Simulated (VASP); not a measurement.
# Mn (Im-3m) in VASP: notebook

Mn is run at these levels: r2SCAN; tasks: relaxation of cell and atoms, single point.

All numbers are computed with VASP 6.6.1; they aren't measurements. Logs are shortened: lines on timing, memory, paths and dates and some standing lists are left out, and cuts for length are marked.

### Step 1. The cell of the first run

It takes space group Im-3m (No. 229, cubic). The conventional cell has a = 2.864 Å, b = 2.864 Å, c = 2.864 Å, α = 90.00°, β = 90.00°, γ = 90.00°. Mn (site symmetry m-3m) has 14 Mn at 2.48 to 2.86 Å within 3.3 Å.

### Step 2. Relaxation of cell and atoms, r2SCAN, collinear spin, ferromagnetic start

POSCAR reads:

```
Mn
1.0
   -1.4321439648      1.4321439648      1.4321439648
    1.4321439648     -1.4321439648      1.4321439648
    1.4321439648      1.4321439648     -1.4321439648
Mn
1
Direct
    0.0000000000      0.0000000000      0.0000000000
```

INCAR.step1 reads:

```
  PREC = Accurate
  ENCUT = 600
  ISMEAR = -1
  SIGMA = 0.05
  LREAL = F
  LASPH = T
  NELM = 150
  ISPIN = 2
  MAGMOM = 3
  LMAXMIX = 4
  GGA = PE
  ALGO = Normal
  EDIFF = 1E-4
  LWAVE = T
  LCHARG = F
```

INCAR.step2 reads:

```
  PREC = Accurate
  ENCUT = 600
  EDIFF = 1E-6
  ISMEAR = -1
  SIGMA = 0.05
  LREAL = F
  LASPH = T
  NELM = 150
  ALGO = Normal
  ISIF = 3
  LWAVE = F
  LCHARG = F
  ISPIN = 2
  MAGMOM = 3
  LORBIT = 11
  LMAXMIX = 4
  METAGGA = R2SCAN
  LMIXTAU = T
  IBRION = 2
  NSW = 80
  EDIFFG = -0.01
  ISTART = 1
```

KPOINTS reads:

```
Automatic mesh
0
Gamma
  15 15 15
```

Potentials or basis: VASP PAW PBE potentials, release 64 (Mn_pv).

Started as:

```console
$ cat potpaw_PBE.64/Mn_pv/POTCAR > POTCAR
$ cp INCAR.step1 INCAR
$ mpirun -np 1 vasp_std > vasp.out
$ cp INCAR.step2 INCAR
$ mpirun -np 1 vasp_std > vasp.out
```

OUTCAR:

```text
PREC = Accurate
   ENCUT = 600
   EDIFF = 1E-6
   ISMEAR = -1
   LREAL = F
   LASPH = T
   NELM = 150
   ISIF = 3
   ISPIN = 2
   LORBIT = 11
   METAGGA = R2SCAN
   IBRION = 2
   NSW = 80
   EDIFFG = -0.01
   ISTART = 1

 ion  position               nearest neighbor table
   1  0.000  0.000  0.000-

  LATTYP: Found a body centered cubic cell.
 ALAT       =     2.8642879296

  Lattice vectors:

 A1 = (  -1.4321439648,   1.4321439648,   1.4321439648)
 A2 = (   1.4321439648,  -1.4321439648,   1.4321439648)
 A3 = (   1.4321439648,   1.4321439648,  -1.4321439648)

Analysis of symmetry for initial positions (statically):
=====================================================================
 Subroutine PRICEL returns:
 Original cell was already a primitive cell.

 Routine SETGRP: Setting up the symmetry group for a
 body centered cubic supercell.

 Subroutine GETGRP returns: Found 48 space group operations
 (whereof 48 operations were pure point group operations)
 out of a pool of 48 trial point group operations.

The static configuration has the point symmetry O_h .

Analysis of symmetry for dynamics (positions and initial velocities):
=====================================================================
 Subroutine PRICEL returns:
 Original cell was already a primitive cell.

 Routine SETGRP: Setting up the symmetry group for a
 body centered cubic supercell.

 Subroutine GETGRP returns: Found 48 space group operations
 (whereof 48 operations were pure point group operations)
 out of a pool of 48 trial point group operations.

The dynamic configuration has the point symmetry O_h .

Analysis of structural, dynamic, and magnetic symmetry:
=====================================================================
 Subroutine PRICEL returns:
 Original cell was already a primitive cell.

 Routine SETGRP: Setting up the symmetry group for a
 body centered cubic supercell.

 Subroutine GETGRP returns: Found 48 space group operations
 (whereof 48 operations were pure point group operations)
 out of a pool of 48 trial point group operations.

The overall configuration has the point symmetry O_h .

 Subroutine INISYM returns: Found 48 space group operations
 (whereof 48 operations are pure point group operations),
 and found     1 'primitive' translations

----------------------------------------------------------------------------------------

                                     Primitive cell

  volume of cell :      11.7495

  direct lattice vectors                    reciprocal lattice vectors
    -1.432143965  1.432143965  1.432143965     0.000000000  0.349126912  0.349126912
     1.432143965 -1.432143965  1.432143965     0.349126912  0.000000000  0.349126912
     1.432143965  1.432143965 -1.432143965     0.349126912  0.349126912  0.000000000

  length of vectors
     2.480546111  2.480546111  2.480546111     0.493740014  0.493740014  0.493740014

  position of ions in fractional coordinates (direct lattice)
     0.000000000  0.000000000  0.000000000

  ion indices of the primitive-cell ions
   primitive index   ion index
                 1           1

----------------------------------------------------------------------------------------

 KPOINTS: Automatic mesh

Automatic generation of k-mesh.
 Grid dimensions read from file:
 generate k-points for:   15   15   15

 Generating k-lattice:

  Cartesian coordinates                     Fractional coordinates (reciprocal lattice)
     0.000000000  0.023275127  0.023275127     0.066666667  0.000000000  0.000000000
     0.023275127  0.000000000  0.023275127     0.000000000  0.066666667  0.000000000
     0.023275127  0.023275127  0.000000000     0.000000000  0.000000000  0.066666667

  Length of vectors
     0.032916001  0.032916001  0.032916001

  Shift w.r.t. Gamma in fractional coordinates (k-lattice)
     0.000000000  0.000000000  0.000000000

 Subroutine IBZKPT returns following result:
 ===========================================

 Found    120 irreducible k-points:

 Following reciprocal coordinates:
            Coordinates               Weight
  0.000000  0.000000  0.000000      1.000000
  0.066667  0.000000  0.000000     12.000000
  0.133333  0.000000  0.000000     12.000000
  0.200000  0.000000  0.000000     12.000000
  0.266667  0.000000  0.000000     12.000000
  0.333333  0.000000  0.000000     12.000000
[... 16 lines left out ...]
  0.333333  0.200000  0.000000     48.000000
  0.400000  0.200000  0.000000     24.000000
 [... further k-points ...]
   k-points           NKPTS =    120   k-points in BZ     NKDIM =    120   number of bands    NBANDS=     12
   number of dos      NEDOS =    301   number of ions     NIONS =      1
   total plane-waves  NPLWV =   8000
   dimension x,y,z NGX =    20 NGY =   20 NGZ =   20
   dimension x,y,z NGXF=    40 NGYF=   40 NGZF=   40
   ions per type =               1
   NGX,Y,Z   is equivalent  to a cutoff of  13.40, 13.40, 13.40 a.u.
   NGXF,Y,Z  is equivalent  to a cutoff of  26.81, 26.81, 26.81 a.u.
 SYSTEM =  unknown system
   PREC   = accura    normal or accurate (medium, high low for compatibility)
   ISTART =      1    job   : 0-new  1-cont  2-samecut
   ICHARG =      0    charge: 1-file 2-atom 10-const
   ISPIN  =      2    spin polarized calculation?
   LNONCOLLINEAR =      F non collinear calculations
   LSORBIT =      F    spin-orbit coupling
   LASPH  =      T    aspherical Exc in radial PAW
   ENCUT  =  600.0 eV  44.10 Ry    6.64 a.u.   4.95  4.95  4.95*2*pi/ulx,y,z
   NELM   =    150;   NELMIN=  2; NELMDL=  0     # of ELM steps
   EDIFF  = 0.1E-05   stopping-criterion for ELM
   LREAL  =      F    real-space projection
   EDIFFG = -.1E-01   stopping-criterion for IOM
   NSW    =     80    number of steps for IOM
   IBRION =      2    ionic relax: 0-MD 1-quasi-New 2-CG
   NFREE  =      1    steps in history (QN), initial steepest desc. (CG)
   ISIF   =      3    stress and relaxation
   ISYM   =      2    0-nonsym 1-usesym 2-fastsym
   POTIM  = 0.5000    time-step for ionic-motion
   TEBEG  =    0.0;   TEEND  =   0.0 temperature during run
   PSTRESS=    0.0 pullay stress
   NELECT =      13.0000    total number of electrons
   NUPDOWN=      -1.0000    fix difference up-down
   EMIN   =  10.00;   EMAX   =-10.00  energy-range for DOS
   EFERMI =   0.00;   METHOD = LEGACY
   ISMEAR =    -1;   SIGMA  =   0.05  broadening in eV -4-tet -1-fermi 0-gaus
   EFERMI_NEDOS =   21; number of points for ismear=-14 and -15
   IALGO  =     38    algorithm
   IMIX   =      4    mixing-type and parameters
     AMIX     =   0.40;   BMIX     =  1.00
     AMIX_MAG =   1.60;   BMIX_MAG =  1.00
  volume/ion in A,a.u.               =      11.75        79.29
  Fermi-wavevector in a.u.,A,eV,Ry     =   1.693230  3.199741 39.008279  2.867028
  Thomas-Fermi vector in A             =   2.774673
   LORBIT       =     11    0 simple, 1 ext, 2 COOP (PROOUT), +10 PAW based schemes
   METAGGA = R2SCAN    functional components
   LHFCALC =     F    Hartree Fock is set to
   AEXX    =    0.0000 exact exchange contribution
   IVDW    =     0    specifies the selected vdW correction
   LEPSILON=     F    determine dielectric tensor
   LRPA    =     F    only Hartree local field effects (RPA)
 conjugate gradient relaxation of ions
 spin polarized calculation
  energy-cutoff  :      600.00
  volume of cell :       11.75
 maximum number of plane-waves:       406
   NGX =  9   NGY =  9   NGZ =  9

--------------------------------------- Ionic step        1  -------------------------------------------

 number of electron      12.9999990 magnetization       1.2469599

 Free energy of the ion-electron system (eV)
  ---------------------------------------------------
  ext. energy  EPLUGINS =         0.00000000
  ---------------------------------------------------
  free energy    TOTEN  =       -14.26744008 eV

  energy without entropy =      -14.24838400  energy(sigma->0) =      -14.25791204

 E-fermi :   9.0961     XC(G=0): -14.7660

 val. band max:        9.0942945197   @ k =  -0.4000   0.4667   0.2667
 cond. band min:       9.0992588679   @ k =   0.4000   0.0000   0.0000
 fundamental gap:      0.0049643482
 Fermi energy:         9.0960773858

 spin component 1

 k-point     1 :       0.0000    0.0000    0.0000
  band No.  band energies     occupation
      1     -41.0864      1.00000
      2     -41.0863      1.00000
      3     -41.0863      1.00000
      4       0.9376      1.00000
      5       7.4816      1.00000
      6       7.4818      1.00000
      7       7.4818      1.00000
      8       8.8939      0.98275
      9       8.8940      0.98275
     10      33.3812      0.00000
     11      33.3814      0.00000
     12      33.3814      0.00000

 k-point     2 :       0.0667    0.0000    0.0000
  band No.  band energies     occupation
      1     -41.1118      1.00000
      2     -41.0945      1.00000
      3     -41.0863      1.00000
      4       1.1291      1.00000
      5       7.4222      1.00000
      6       7.4748      1.00000
      7       7.5942      1.00000
      8       8.8337      0.99476
      9       8.8987      0.98105
     10      32.5992      0.00000
[... 788 lines left out ...]
 POSITION                                       TOTAL-FORCE (eV/Angst)
 -----------------------------------------------------------------------------------
      0.00000      0.00000      0.00000        -0.000000      0.000000     -0.000000
 -----------------------------------------------------------------------------------
    total drift:                                0.000000     -0.000000      0.000000

  FREE ENERGIE OF THE ION-ELECTRON SYSTEM (eV)
  ---------------------------------------------------
  free  energy   TOTEN  =       -14.3211688664 eV

  energy  without entropy=      -14.3053020866  energy(sigma->0) =      -14.31323548

--------------------------------------- Ionic step        4  -------------------------------------------

 number of electron      13.0000004 magnetization       1.1540692

 Free energy of the ion-electron system (eV)
  ---------------------------------------------------
  ext. energy  EPLUGINS =         0.00000000
  ---------------------------------------------------
  free energy    TOTEN  =       -14.32120750 eV

  energy without entropy =      -14.30541568  energy(sigma->0) =      -14.31331159

 E-fermi :  10.3479     XC(G=0): -15.3291

 val. band max:       10.3408012285   @ k =   0.3333   0.2000   0.0667
 cond. band min:      10.3493940674   @ k =  -0.1333   0.1333   0.0667
 fundamental gap:      0.0085928389
 Fermi energy:        10.3479076445

 spin component 1

 k-point     1 :       0.0000    0.0000    0.0000
  band No.  band energies     occupation
      1     -39.8981      1.00000
      2     -39.8981      1.00000
      3     -39.8981      1.00000
      4       1.6394      1.00000
      5       8.4364      1.00000
      6       8.4365      1.00000
      7       8.4365      1.00000
      8      10.1794      0.96675
      9      10.1794      0.96675
     10      35.1800      0.00000
     11      35.1801      0.00000
     12      35.1801      0.00000

 k-point     2 :       0.0667    0.0000    0.0000
  band No.  band energies     occupation
      1     -39.9317      1.00000
      2     -39.9087      1.00000
      3     -39.8982      1.00000
      4       1.8445      1.00000
      5       8.3685      1.00000
      6       8.4283      1.00000
      7       8.5627      1.00000
      8      10.1085      0.99173
      9      10.1848      0.96313
     10      34.4754      0.00000
[... 718 lines left out ...]
 POSITION                                       TOTAL-FORCE (eV/Angst)
 -----------------------------------------------------------------------------------
      0.00000      0.00000      0.00000         0.000000      0.000000      0.000000
 -----------------------------------------------------------------------------------
    total drift:                                0.000000     -0.000000     -0.000000

  FREE ENERGIE OF THE ION-ELECTRON SYSTEM (eV)
  ---------------------------------------------------
  free  energy   TOTEN  =       -14.3212075035 eV

  energy  without entropy=      -14.3054156825  energy(sigma->0) =      -14.31331159

 reached required accuracy - stopping structural energy minimisation

 total charge

# of ion       s       p       d       tot
------------------------------------------
    1        0.448   6.416   5.126  11.989

 magnetization (x)

# of ion       s       p       d       tot
------------------------------------------
    1       -0.013  -0.041   1.237   1.183
```

Run time: 7.9 min. Hardware: 1 thread of AMD EPYC 9R45 (Zen 5), shared host; peak memory 0.13 GiB.

What came out:

| Property | Result |
| --- | --- |
| Free energy | -14.3212 eV |
| Relaxed volume | 10.83 Å³/atom |
| Relaxed cell | a = 2.414 Å, b = 2.414 Å, c = 2.414 Å, α = 109.47°, β = 109.47°, γ = 109.47° |
| Space group after relaxing (to 0.05 Å) | Im-3m (No. 229) |
| Energy gained by relaxing | 53.8 meV/atom |
| Ionic steps | 4 |
| Pressure after relaxing | 0.0 GPa |
| Net moment | 1.15 μB per cell |
| Site moments | Mn +1.18 μB |
| Valence electrons inside the program's atomic spheres | Mn 11.99 |

The path:
| step | energy change (eV) | largest force (eV/Å) | pressure (GPa) | volume (Å³) |
| --- | --- | --- | --- | --- |
| 1 | 0.0000 | 0.0000 | -17.38 | 11.75 |
| 2 | 0.0548 | 0.0000 | 34.18 | 9.71 |
| 3 | -0.0537 | 0.0000 | -0.65 | 10.85 |
| 4 | -0.0538 | 0.0000 | 0.02 | 10.83 |

Final structure:
```
Mn
1.0
    -1.39363    1.39363    1.39363
     1.39363   -1.39363    1.39363
     1.39363    1.39363   -1.39363
Mn
1
Direct
  0.00000 0.00000 0.00000
```

Levels at points of the mesh, in eV from the Fermi level:
Spin up:
```tsv
k point	band 4	band 5	band 6	band 7	band 8	band 9	band 10	band 11
(0.00, 0.00, 0.00)	-8.71	-1.91	-1.91	-1.91	-0.17	-0.17	24.83	24.83
```
Spin down:
| k point | band 2 | band 3 | band 4 | band 5 | band 6 | band 7 | band 8 | band 9 | band 10 | band 11 |
| --- | --- | --- | --- | --- | --- | --- | --- | --- | --- | --- |
| (0.00, 0.00, 0.00) | -48.41 | -48.41 | -9.01 | -0.60 | -0.60 | -0.60 | 2.03 | 2.03 | 24.74 | 24.74 |

Caveat: the PAW data sets were made with another functional, which shifts forces and pressure a little.

### Step 3. Single point, r2SCAN

This run uses another cell than the first one, of 10.52 Å³/atom, 0.895 times its volume.

POSCAR reads:

```
Mn
1.0
   -1.3802885582      1.3802885582      1.3802885582
    1.3802885582     -1.3802885582      1.3802885582
    1.3802885582      1.3802885582     -1.3802885582
Mn
1
Direct
    0.0000000000      0.0000000000      0.0000000000
```

INCAR.step1 reads:

```
ALGO     = Normal         # electronic algorithm
EDIFF    = 1E-5           # SCF threshold, eV
ENCUT    = 550            # plane-wave cutoff, eV
GGA      = PE             # functional
GGA_COMPAT= False        
ISMEAR   = -1             # smearing method
LASPH    = True           # aspherical terms in the spheres
LCHARG   = False          # write CHGCAR
LREAL    = False          # projectors in reciprocal space
LWAVE    = True           # write WAVECAR
NBANDS   = 12             # bands
NELM     = 120            # most SCF steps
PREC     = Accurate       # precision mode
SIGMA    = 0.1            # smearing width, eV
```

INCAR.step2 reads:

```
ALGO     = Normal         # electronic algorithm
EDIFF    = 1E-6           # SCF threshold, eV
ENCUT    = 550            # plane-wave cutoff, eV
GGA_COMPAT= False        
ISIF     = 2              # what is computed and relaxed
ISMEAR   = -1             # smearing method
ISTART   = 1            
LASPH    = True           # aspherical terms in the spheres
LCHARG   = False          # write CHGCAR
LMIXTAU  = True         
LREAL    = False          # projectors in reciprocal space
LWAVE    = False          # write WAVECAR
METAGGA  = R2SCAN         # meta-GGA
NBANDS   = 12             # bands
NELM     = 120            # most SCF steps
PREC     = Accurate       # precision mode
SIGMA    = 0.1            # smearing width, eV
```

KPOINTS reads:

```
k-points
0
Gamma
  8 8 8
```

Potentials or basis: VASP PAW PBE potentials, release 64 (Mn_pv).

Started as:

```console
$ cat potpaw_PBE.64/Mn_pv/POTCAR > POTCAR
$ cp INCAR.step1 INCAR
$ mpirun -np 1 vasp_std > vasp.out
$ cp INCAR.step2 INCAR
$ mpirun -np 1 vasp_std > vasp.out
```

Run time: 14 s. Hardware: 1 thread of AMD EPYC 7R13 (Zen 3), shared host; peak memory 0.09 GiB.

The run converged. Its results:

| Property | Result |
| --- | --- |
| Free energy | -14.2736 eV |
| Pressure | -0.1 GPa |

Levels at points of the mesh, in eV from the Fermi level:
| k point | band 4 | band 5 | band 6 | band 7 | band 8 | band 9 |
| --- | --- | --- | --- | --- | --- | --- |
| (0.00, 0.00, 0.00) | -9.35 | -1.81 | -1.81 | -1.81 | 0.52 | 0.52 |
| (0.50, 0.00, 0.00) | -5.39 | -3.38 | 0.43 | 0.48 | 0.85 | 1.92 |
| (0.50, 0.50, 0.50) | -5.10 | -5.10 | 1.54 | 1.54 | 1.54 | 11.13 |

Caveat: the k points lie up to 0.40 Å⁻¹ apart; the PAW data sets were made with another functional, which shifts forces and pressure a little; the run has no spin polarisation, though such a crystal can be magnetic. Spin polarisation is off, so any magnetic state and its effect on volume and gap are missing.
